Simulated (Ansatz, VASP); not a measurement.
Two plane-wave programs on AlN

The input POSCAR:

```
AlN
1.0
    0.0000000000      2.1693354430      2.1693354430
    2.1693354430      0.0000000000      2.1693354430
    2.1693354430      2.1693354430      0.0000000000
Al N
1 1
Direct
    0.0000000000      0.0000000000      0.0000000000
    0.2500000000      0.2500000000      0.2500000000
```

File INCAR.step1:

```
SYSTEM = AlN
ALGO     = Normal         ! electronic algorithm
EDIFF    = 1E-5           ! SCF threshold, eV
ENCUT    = 520            ! plane-wave cutoff, eV
GGA      = PE             ! functional
ISIF     = 2              ! what is computed and relaxed
ISMEAR   = -1             ! smearing method
LASPH    = .True.         ! aspherical terms in the spheres
LCHARG   = .False.        ! write CHGCAR
LREAL    = .False.        ! projectors in reciprocal space
LWAVE    = .True.         ! write WAVECAR
NBANDS   = 11             ! bands
NELM     = 60             ! most SCF steps
PREC     = Accurate       ! precision mode
SIGMA    = 0.05           ! smearing width, eV
```

INCAR.step2

```
SYSTEM = AlN
AEXX     = 0.2            ! exact-exchange fraction
AGGAC    = 0.81         
AGGAX    = 0.72         
ALDAC    = 0.19         
ALGO     = Normal         ! electronic algorithm
EDIFF    = 1E-7           ! SCF threshold, eV
ENCUT    = 520            ! plane-wave cutoff, eV
GGA      = B3             ! functional
ISIF     = 2              ! what is computed and relaxed
ISMEAR   = -1             ! smearing method
ISTART   = 1            
LASPH    = .True.         ! aspherical terms in the spheres
LCHARG   = .False.        ! write CHGCAR
LHFCALC  = .True.         ! exact exchange
LREAL    = .False.        ! projectors in reciprocal space
LWAVE    = .False.        ! write WAVECAR
NBANDS   = 11             ! bands
NELM     = 60             ! most SCF steps
PREC     = Accurate       ! precision mode
PRECFOCK = Normal       
SIGMA    = 0.05           ! smearing width, eV
```

The input KPOINTS:

```
k-points
0
Gamma
  5 5 5
  0 0 0
```

The input input.yaml:

```yaml
crystal:
  lattice:
    - [0.0, 2.169335443, 2.169335443]
    - [2.169335443, 0.0, 2.169335443]
    - [2.169335443, 2.169335443, 0.0]
  atoms:
    - { symbol: Al, position: [0.0, 0.0, 0.0] }
    - { symbol: "N", position: [0.25, 0.25, 0.25] }
hamiltonian:
  xc: b3lyp
  pseudopotentials: { kind: paw }
kpoints:
  mp_grid: { grid: [5, 5, 5] }
scf:
  occupations: { method: fermi_dirac, width: 0.05 }
output:
  forces: true
  stress: true
  eigenvalues: true
```

Alike in both runs: task single point; functional B3LYP; k mesh 5 × 5 × 5; occupations fermi-dirac, width 0.05 eV; no spin polarisation.

|  | VASP | Ansatz |
| --- | --- | --- |
| version | VASP 6.6.1 | Ansatz 0.2.0 |
| potentials or method | VASP PAW PBE potentials, release 64 (Al, N) | Ansatz PAW |
| plane-wave cutoff (eV) | 520 | 420 |
| valence electrons in the cell | 8 | 8 |

|  | VASP | Ansatz | Ansatz less VASP |
| --- | --- | --- | --- |
| gap on the k mesh at the Fermi level (eV) | 5.90 | 5.89 | -0.005 |
| least direct gap on the mesh (eV) | 6.39 | 6.39 | -0.003 |
| pressure (GPa) | 7.6 | 6.9 | -0.71 |

VASP's potentials were made for PBE, not for B3LYP.

The k mesh is coarse, so the values compare programs but aren't converged. Noted on Ansatz's run: odd divisions of the mesh miss points on the zone boundary, where band edges often lie, so the gap on the mesh can be too wide.
